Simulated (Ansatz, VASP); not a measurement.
Sc2Si in VASP and in Ansatz

Contents of INCAR:

```
ALGO     = Normal         # electronic algorithm
EDIFF    = 1E-6           # SCF threshold, eV
EDIFFG   = -0.04          # ionic threshold
ENCUT    = 600            # plane-wave cutoff, eV
GGA      = PE             # functional
IBRION   = 2              # ionic algorithm
ISIF     = 3              # what is computed and relaxed
ISMEAR   = 0              # smearing method
LASPH    = T              # aspherical terms in the spheres
LCHARG   = F              # write CHGCAR
LREAL    = F              # projectors in reciprocal space
LWAVE    = F              # write WAVECAR
NELM     = 80             # most SCF steps
NSW      = 90             # ionic steps
PREC     = Accurate       # precision mode
SIGMA    = 0.1            # smearing width, eV
```

File KPOINTS:

```
k-points
0
Gamma
  4 4 4
```

File POSCAR:

```
Sc2Si
1.0
    0.0000000000      3.7791192247      3.7791192247
    3.7791192247      0.0000000000      3.7791192247
    3.7791192247      3.7791192247      0.0000000000
Sc Si
4 2
Direct
    0.6250000000      0.6250000000      0.6250000000
    0.1250000000      0.6250000000      0.6250000000
    0.6250000000      0.6250000000      0.1250000000
    0.6250000000      0.1250000000      0.6250000000
    0.0000000000      0.0000000000      0.0000000000
    0.2500000000      0.2500000000      0.2500000000
```

Input for Ansatz:

```yaml
crystal:
  lattice:
    - [0.0, 3.7791192247, 3.7791192247]
    - [3.7791192247, 0.0, 3.7791192247]
    - [3.7791192247, 3.7791192247, 0.0]
  atoms:
    - { symbol: Sc, position: [0.625, 0.625, 0.625] }
    - { symbol: Sc, position: [0.125, 0.625, 0.625] }
    - { symbol: Sc, position: [0.625, 0.625, 0.125] }
    - { symbol: Sc, position: [0.625, 0.125, 0.625] }
    - { symbol: Si, position: [0.0, 0.0, 0.0] }
    - { symbol: Si, position: [0.25, 0.25, 0.25] }
basis:
  ecutwfc: 420
kpoints:
  mp_grid: { grid: [4, 4, 4] }
hamiltonian:
  xc: pbe
scf:
  occupations: { method: gaussian, width: 0.1 }
  lower_state_search: "off"
output:
  forces: true
  stress: true
  eigenvalues: true
relax:
  adjacent_minimum: "off"
  f_tol: 0.04
  max_steps: 70
  cell: { stress_tol: 0.4 }
```

Alike in both runs: task relaxation of cell and atoms; functional PBE; k mesh 4 × 4 × 4; occupations gaussian, width 0.1 eV; no spin polarisation.

```csv
,VASP,Ansatz
version,VASP 6.6.1,Ansatz 0.2.0
potentials or method,"VASP PAW PBE potentials, release 64 (Sc_sv, Si), cutoff 600 eV","scalar-relativistic, plane waves, PAW"
valence electrons in the cell,52,52
```

Ansatz gave:

```
gap on the k mesh at the Fermi level, each at its own relaxed structure (eV) : none
relaxed volume (Å³/atom)                                                     : 20.62
relaxed cell length with the largest relative difference (Å)                 : 5.593
```

Question: What did VASP give for the same quantities?

Answer: gap on the k mesh at the Fermi level, each at its own relaxed structure (eV): none; relaxed volume (Å³/atom): 20.57; relaxed cell length with the largest relative difference (Å): 5.589.

A gap of «none» marks a metal or a gap that the smearing closes.
